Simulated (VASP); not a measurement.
# WS2 (P6_3/mmc) in VASP: single point with r2SCAN

Aim: the single point of WS2 with r2SCAN.

Everything below comes from runs of VASP 6.6.1. Logs are shortened: lines on timing, memory, paths and dates and some standing lists are left out, and cuts for length are marked.

### 1 The cell of the first run

It takes space group P6_3/mmc (No. 194, hexagonal). Conventional cell: a = 3.180 Å, b = 3.180 Å, c = 12.500 Å, α = 90.00°, β = 90.00°, γ = 120.00°. W (site symmetry -6m2) has 6 S at 2.41 Å and 6 W at 3.18 Å within 3.2 Å. S (site symmetry 3m) has 3 W at 2.41 Å and 7 S at 3.11 to 3.18 Å within 3.2 Å.

### 2 Single point, r2SCAN, collinear spin

The input, POSCAR:

```
WS2
1.0
    3.1800000000      0.0000000000      0.0000000000
   -1.5900000000      2.7539607840      0.0000000000
    0.0000000000      0.0000000000     12.5000000000
W S
2 4
Direct
    0.3333333333      0.6666666667      0.2500000000
    0.6666666667      0.3333333333      0.7500000000
    0.3333333333      0.6666666667      0.6254339758
    0.6666666667      0.3333333333      0.1254339758
    0.3333333333      0.6666666667      0.8745660242
    0.6666666667      0.3333333333      0.3745660242
```

The input, INCAR.step1:

```
SYSTEM = WS2
PREC = Accurate
ENCUT = 520
ISMEAR = -1
SIGMA = 0.01
LREAL = .FALSE.
LASPH = .TRUE.
NELM = 150
ISPIN = 2
MAGMOM = 2 2 0 0 0 0
LMAXMIX = 4
NBANDS = 39
GGA = PE
ALGO = Normal
EDIFF = 1E-4
LWAVE = .TRUE.
LCHARG = .FALSE.
```

The input, INCAR.step2:

```
SYSTEM = WS2
PREC = Accurate
ENCUT = 520
EDIFF = 1E-6
ISMEAR = -1
SIGMA = 0.01
LREAL = .FALSE.
LASPH = .TRUE.
NELM = 150
ALGO = Normal
ISIF = 2
LWAVE = .FALSE.
LCHARG = .FALSE.
ISPIN = 2
MAGMOM = 2 2 0 0 0 0
LORBIT = 11
LMAXMIX = 4
METAGGA = R2SCAN
LMIXTAU = .TRUE.
NBANDS = 39
ISTART = 1
```

The input, KPOINTS:

```
regular mesh
0
G
  12 12 3
  0 0 0
```

Potentials or basis: VASP PAW PBE potentials, release 64 (W_sv, S).

Run with:

```bash
> cat potpaw_PBE.64/W_sv/POTCAR potpaw_PBE.64/S/POTCAR > POTCAR
> cp INCAR.step1 INCAR
> mpirun -np 1 vasp_std > vasp.out
> cp INCAR.step2 INCAR
> mpirun -np 1 vasp_std > vasp.out
```

OUTCAR:

```text
SYSTEM = WS2
   PREC = Accurate
   ENCUT = 520
   EDIFF = 1E-6
   ISMEAR = -1
   LREAL = .FALSE.
   LASPH = .TRUE.
   NELM = 150
   ISIF = 2
   ISPIN = 2
   LORBIT = 11
   METAGGA = R2SCAN
   ISTART = 1

 ion  position               nearest neighbor table
   1  0.333  0.667  0.250-   4 2.41   6 2.41   4 2.41   6 2.41   4 2.41   6 2.41
   2  0.667  0.333  0.750-   3 2.41   5 2.41   3 2.41   5 2.41   3 2.41   5 2.41
   3  0.333  0.667  0.625-   2 2.41   2 2.41   2 2.41
   4  0.667  0.333  0.125-   1 2.41   1 2.41   1 2.41
   5  0.333  0.667  0.875-   2 2.41   2 2.41   2 2.41
   6  0.667  0.333  0.375-   1 2.41   1 2.41   1 2.41

  LATTYP: Found a hexagonal cell.
 ALAT       =     3.1800000000
 C/A-ratio  =     3.9308176101

  Lattice vectors:

 A1 = (   3.1800000000,   0.0000000000,   0.0000000000)
 A2 = (  -1.5900000000,   2.7539607840,   0.0000000000)
 A3 = (   0.0000000000,   0.0000000000,  12.5000000000)

Analysis of symmetry for initial positions (statically):
=====================================================================
 Subroutine PRICEL returns:
 Original cell was already a primitive cell.

 Routine SETGRP: Setting up the symmetry group for a
 hexagonal supercell.

 Subroutine GETGRP returns: Found 24 space group operations
 (whereof 12 operations were pure point group operations)
 out of a pool of 24 trial point group operations.

The static configuration has the point symmetry D_3d.
 The point group associated with its full space group is D_6h.

Analysis of symmetry for dynamics (positions and initial velocities):
=====================================================================
 Subroutine PRICEL returns:
 Original cell was already a primitive cell.

 Routine SETGRP: Setting up the symmetry group for a
 hexagonal supercell.

 Subroutine GETGRP returns: Found 24 space group operations
 (whereof 12 operations were pure point group operations)
 out of a pool of 24 trial point group operations.

The dynamic configuration has the point symmetry D_3d.
 The point group associated with its full space group is D_6h.

Analysis of structural, dynamic, and magnetic symmetry:
=====================================================================
 Subroutine PRICEL returns:
 Original cell was already a primitive cell.

 Routine SETGRP: Setting up the symmetry group for a
 hexagonal supercell.

 Subroutine GETGRP returns: Found 24 space group operations
 (whereof 12 operations were pure point group operations)
 out of a pool of 24 trial point group operations.

The overall configuration has the point symmetry D_3d.
 The point group associated with its full space group is D_6h.

 Subroutine INISYM returns: Found 24 space group operations
 (whereof 12 operations are pure point group operations),
 and found     1 'primitive' translations

----------------------------------------------------------------------------------------

                                     Primitive cell

  volume of cell :     109.4699

  direct lattice vectors                    reciprocal lattice vectors
     3.180000000  0.000000000  0.000000000     0.314465409  0.181556688  0.000000000
    -1.590000000  2.753960784  0.000000000     0.000000000  0.363113377  0.000000000
     0.000000000  0.000000000 12.500000000     0.000000000  0.000000000  0.080000000

  length of vectors
     3.180000000  3.180000000 12.500000000     0.363113377  0.363113377  0.080000000

  position of ions in fractional coordinates (direct lattice)
     0.333333333  0.666666667  0.250000000
     0.666666667  0.333333333  0.750000000
     0.333333333  0.666666667  0.625433976
     0.666666667  0.333333333  0.125433976
     0.333333333  0.666666667  0.874566024
     0.666666667  0.333333333  0.374566024

  ion indices of the primitive-cell ions
   primitive index   ion index
                 1           1
                 2           2
                 3           3
                 4           4
                 5           5
                 6           6

----------------------------------------------------------------------------------------

 KPOINTS: regular mesh

Automatic generation of k-mesh.
 Grid dimensions read from file:
 generate k-points for:   12   12    3

 Generating k-lattice:

  Cartesian coordinates                     Fractional coordinates (reciprocal lattice)
     0.026205451  0.015129724  0.000000000     0.083333333  0.000000000  0.000000000
     0.000000000  0.030259448  0.000000000     0.000000000  0.083333333  0.000000000
     0.000000000  0.000000000  0.026666667     0.000000000  0.000000000  0.333333333

  Length of vectors
     0.030259448  0.030259448  0.026666667

  Shift w.r.t. Gamma in fractional coordinates (k-lattice)
     0.000000000  0.000000000  0.000000000

 Subroutine IBZKPT returns following result:
 ===========================================

 Found     38 irreducible k-points:

 Following reciprocal coordinates:
            Coordinates               Weight
  0.000000  0.000000  0.000000      1.000000
  0.083333 -0.000000  0.000000      6.000000
  0.166667 -0.000000  0.000000      6.000000
  0.250000 -0.000000  0.000000      6.000000
  0.333333 -0.000000  0.000000      6.000000
  0.416667 -0.000000  0.000000      6.000000
[... 16 lines left out ...]
  0.250000 -0.000000  0.333333     12.000000
  0.333333 -0.000000  0.333333     12.000000
 [... further k-points ...]
   k-points           NKPTS =     38   k-points in BZ     NKDIM =     38   number of bands    NBANDS=     39
   number of dos      NEDOS =    301   number of ions     NIONS =      6
   total plane-waves  NPLWV =  55296
   dimension x,y,z NGX =    24 NGY =   24 NGZ =   96
   dimension x,y,z NGXF=    48 NGYF=   48 NGZF=  192
   ions per type =               2   4
   NGX,Y,Z   is equivalent  to a cutoff of  12.55, 12.55, 12.77 a.u.
   NGXF,Y,Z  is equivalent  to a cutoff of  25.09, 25.09, 25.54 a.u.
 SYSTEM =  WS2
   PREC   = accura    normal or accurate (medium, high low for compatibility)
   ISTART =      1    job   : 0-new  1-cont  2-samecut
   ICHARG =      0    charge: 1-file 2-atom 10-const
   ISPIN  =      2    spin polarized calculation?
   LNONCOLLINEAR =      F non collinear calculations
   LSORBIT =      F    spin-orbit coupling
   LASPH  =      T    aspherical Exc in radial PAW
   ENCUT  =  520.0 eV  38.22 Ry    6.18 a.u.   5.91  5.91 23.24*2*pi/ulx,y,z
   NELM   =    150;   NELMIN=  2; NELMDL=  0     # of ELM steps
   EDIFF  = 0.1E-05   stopping-criterion for ELM
   LREAL  =      F    real-space projection
   EDIFFG = 0.1E-04   stopping-criterion for IOM
   NSW    =      0    number of steps for IOM
   IBRION =     -1    ionic relax: 0-MD 1-quasi-New 2-CG
   NFREE  =      0    steps in history (QN), initial steepest desc. (CG)
   ISIF   =      2    stress and relaxation
   ISYM   =      2    0-nonsym 1-usesym 2-fastsym
   POTIM  = 0.5000    time-step for ionic-motion
   TEBEG  =    0.0;   TEEND  =   0.0 temperature during run
   PSTRESS=    0.0 pullay stress
   NELECT =      52.0000    total number of electrons
   NUPDOWN=      -1.0000    fix difference up-down
   EMIN   =  10.00;   EMAX   =-10.00  energy-range for DOS
   EFERMI =   0.00;   METHOD = LEGACY
   ISMEAR =    -1;   SIGMA  =   0.01  broadening in eV -4-tet -1-fermi 0-gaus
   EFERMI_NEDOS =   21; number of points for ismear=-14 and -15
   IALGO  =     38    algorithm
   IMIX   =      4    mixing-type and parameters
     AMIX     =   0.40;   BMIX     =  1.00
     AMIX_MAG =   1.60;   BMIX_MAG =  1.00
  volume/ion in A,a.u.               =      18.24       123.12
  Fermi-wavevector in a.u.,A,eV,Ry     =   1.277353  2.413847 22.199688  1.631631
  Thomas-Fermi vector in A             =   2.409958
   LORBIT       =     11    0 simple, 1 ext, 2 COOP (PROOUT), +10 PAW based schemes
   METAGGA = R2SCAN    functional components
   LHFCALC =     F    Hartree Fock is set to
   AEXX    =    0.0000 exact exchange contribution
   IVDW    =     0    specifies the selected vdW correction
   LEPSILON=     F    determine dielectric tensor
   LRPA    =     F    only Hartree local field effects (RPA)
 spin polarized calculation
  energy-cutoff  :      520.00
  volume of cell :      109.47
 maximum number of plane-waves:      2976
 NGX is ok and might be reduce to    24
   NGX = 11   NGY = 11   NGZ = 47

 number of electron      52.0000006 magnetization      -0.0000000

 Free energy of the ion-electron system (eV)
  ---------------------------------------------------
  ext. energy  EPLUGINS =         0.00000000
  ---------------------------------------------------
  free energy    TOTEN  =      -140.14677379 eV

  energy without entropy =     -140.14677379  energy(sigma->0) =     -140.14677379

 E-fermi :   7.2555     XC(G=0): -11.4744

 val. band max:        7.0095173393   @ k =   0.0000   0.0000   0.0000
 cond. band min:       8.1786696371   @ k =   0.1667   0.1667   0.0000
 fundamental gap:      1.1691522978
 Fermi energy:         7.2555027186

 spin component 1

 k-point     1 :       0.0000    0.0000    0.0000
  band No.  band energies     occupation
      1     -69.6246      1.00000
      2     -69.6246      1.00000
      3     -33.2155      1.00000
      4     -33.2154      1.00000
      5     -33.0605      1.00000
      6     -33.0605      1.00000
[... 30 lines left out ...]
     37      15.4933      0.00000
     38      15.7981      0.00000

 k-point     2 :       0.0833   -0.0000    0.0000
  band No.  band energies     occupation
      1     -69.6233      1.00000
      2     -69.6233      1.00000
      3     -33.2109      1.00000
      4     -33.2109      1.00000
      5     -33.0853      1.00000
      6     -33.0853      1.00000
[... 30 lines left out ...]
     37      15.8248      0.00000
     38      15.9342      0.00000
[... 859 lines left out ...]
     37      15.6361      0.00000
     38      15.9187      0.00000

 k-point    24 :       0.3333   -0.0000    0.3333
  band No.  band energies     occupation
      1     -69.6101      1.00000
      2     -69.6101      1.00000
      3     -33.3316      1.00000
      4     -33.3316      1.00000
      5     -33.1643      1.00000
      6     -33.1643      1.00000
[... 30 lines left out ...]
     37      14.9562      0.00000
     38      15.0204      0.00000

 [... further k-points ...]

 spin component 2

 k-point     1 :       0.0000    0.0000    0.0000
  band No.  band energies     occupation
      1     -69.6246      1.00000
      2     -69.6246      1.00000
      3     -33.2155      1.00000
      4     -33.2154      1.00000
      5     -33.0605      1.00000
      6     -33.0605      1.00000
[... 30 lines left out ...]
     37      15.4933      0.00000
     38      15.7981      0.00000

 k-point     2 :       0.0833   -0.0000    0.0000
  band No.  band energies     occupation
      1     -69.6233      1.00000
      2     -69.6233      1.00000
      3     -33.2109      1.00000
      4     -33.2109      1.00000
      5     -33.0853      1.00000
      6     -33.0853      1.00000
[... 30 lines left out ...]
     37      15.8248      0.00000
     38      15.9342      0.00000
[... 859 lines left out ...]
     37      15.6361      0.00000
     38      15.9187      0.00000

 k-point    24 :       0.3333   -0.0000    0.3333
  band No.  band energies     occupation
      1     -69.6101      1.00000
      2     -69.6101      1.00000
      3     -33.3316      1.00000
      4     -33.3316      1.00000
      5     -33.1643      1.00000
      6     -33.1643      1.00000
[... 30 lines left out ...]
     37      14.9562      0.00000
     38      15.0204      0.00000

 [... further k-points ...]

 [bands above 38 left out]

------------------------ aborting loop because EDIFF is reached ----------------------------------------

  FORCE on cell =-STRESS in cart. coord.  units (eV):
  Direction    XX          YY          ZZ          XY          YZ          ZX
  --------------------------------------------------------------------------------------
  -------------------------------------------------------------------------------------
  Total        0.4663268      0.4663268      1.0860931      0.0000000      0.0000000      0.0000000
  in kB        6.8250541      6.8250541     15.8958125      0.0000000      0.0000000      0.0000000
  external PRESSURE =       9.8486402 kB  Pullay stress =       0.0000000 kB

 VOLUME and BASIS-vectors are now :
 -----------------------------------------------------------------------------
  energy-cutoff  :      520.00
  volume of cell :      109.47
      direct lattice vectors                 reciprocal lattice vectors
     3.180000000  0.000000000  0.000000000     0.314465409  0.181556688  0.000000000
    -1.590000000  2.753960784  0.000000000     0.000000000  0.363113377  0.000000000
     0.000000000  0.000000000 12.500000000     0.000000000  0.000000000  0.080000000

 POSITION                                       TOTAL-FORCE (eV/Angst)
 -----------------------------------------------------------------------------------
     -0.00000      1.83597      3.12500         0.000000     -0.000000      0.000000
      1.59000      0.91799      9.37500        -0.000000      0.000000      0.000000
     -0.00000      1.83597      7.81792         0.000000     -0.000000     -0.022321
      1.59000      0.91799      1.56792        -0.000000      0.000000     -0.022321
     -0.00000      1.83597     10.93208         0.000000      0.000000      0.022321
      1.59000      0.91799      4.68208        -0.000000      0.000000      0.022321
 -----------------------------------------------------------------------------------
    total drift:                               -0.000000      0.000000     -0.000000

  FREE ENERGIE OF THE ION-ELECTRON SYSTEM (eV)
  ---------------------------------------------------
  free  energy   TOTEN  =      -140.1467737941 eV

  energy  without entropy=     -140.1467737941  energy(sigma->0) =     -140.14677379

 total charge

# of ion       s       p       d       tot
------------------------------------------
    1        2.312   6.332   3.357  12.001
    2        2.312   6.332   3.357  12.001
    3        1.350   2.391   0.000   3.741
    4        1.350   2.391   0.000   3.741
    5        1.350   2.391   0.000   3.741
    6        1.350   2.391   0.000   3.741
--------------------------------------------------
tot         10.027  22.226   6.714  38.966

 magnetization (x)

# of ion       s       p       d       tot
------------------------------------------
    1        0.000   0.000  -0.000   0.000
    2        0.000   0.000  -0.000   0.000
    3       -0.000  -0.000   0.000  -0.000
    4       -0.000  -0.000   0.000  -0.000
    5       -0.000  -0.000   0.000  -0.000
    6       -0.000  -0.000   0.000  -0.000
--------------------------------------------------
tot         -0.000  -0.000  -0.000  -0.000
```

Run time: 21 min. Hardware: 1 thread of Oxide Virtual Turin-like, shared host; peak memory 0.39 GiB.

Results:

* Free energy: -140.1468 eV
* Pressure: 1.0 GPa
* Largest force: 0.022 eV/Å
* Band gap on the k mesh: 1.17 eV (least direct gap 1.85 eV)
* Net moment: 0.00 μB per cell
* Valence electrons inside the program's atomic spheres: W 12.00; S 3.74

Forces on the atoms (eV/Å):
```
W    0.000  0.000  0.000
W    0.000  0.000  0.000
S    0.000  0.000 -0.022
S    0.000  0.000 -0.022
S    0.000  0.000  0.022
S    0.000  0.000  0.022
```

Stress tensor (GPa, compression positive):
```
0.68 0.00 0.00
0.00 0.68 0.00
0.00 0.00 1.59
```

Caveat: the PAW data sets were made with another functional, which shifts forces and pressure a little; spin-orbit coupling is left out, which moves the levels of the heavy elements. A k mesh can miss the band edges.
